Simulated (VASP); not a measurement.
LiF: single point with PBEsol

The system is LiF.

```xyz
4
Lattice="3.1169 0.0000 0.0000 -1.5584 2.6993 0.0000 0.0000 0.0000 4.8230" Properties=species:S:1:pos:R:3 pbc="T T T"
Li    0.0000    1.7995    1.8684
Li    1.5584    0.8998    4.2799
F     0.0000    1.7995    4.7633
F     1.5584    0.8998    2.3517
```

This cell differs from its parent crystal: strained and its atoms moved.

```json
{
  "Program": "VASP 6.6.1",
  "Task": "single point",
  "Functional": "PBEsol",
  "Potentials or basis": "VASP PAW PBE potentials, release 64 (Li_sv, F)",
  "Cutoff": "520 eV",
  "k mesh": "9 × 9 × 6",
  "Occupations": "gaussian, width 0.02 eV",
  "Spin": "no spin polarisation"
}
```

The largest force is 0.107 eV/Å. The band gap on the k mesh is 7.46 eV, direct.

Forces in eV/Å, atoms in the order of the input:
```
Li   0.000  0.000 -0.107
Li   0.000  0.000 -0.107
F    0.000  0.000  0.107
F    0.000  0.000  0.107
```

Levels at points of the mesh, in eV from the valence-band top:
```csv
k point,band 7,band 8,band 9,band 10,band 11,band 12,band 13,band 14
"(0.00, 0.00, 0.00)",-0.58,-0.25,-0.25,0.00,7.46,11.79,14.94,18.07
"(0.00, 0.00, 0.50)",-0.41,-0.41,-0.41,-0.41,9.20,9.20,17.28,17.28
```

Run time: 22 s on 1 thread of Intel(R) Xeon(R) Platinum 8488C (Sapphire Rapids), on a shared host, peak memory 0.16 GiB.

Caveat: the cell differs from its parent crystal (strained and its atoms moved); the PAW data sets were made with another functional, which shifts forces and pressure a little. A k mesh can miss the band edges.
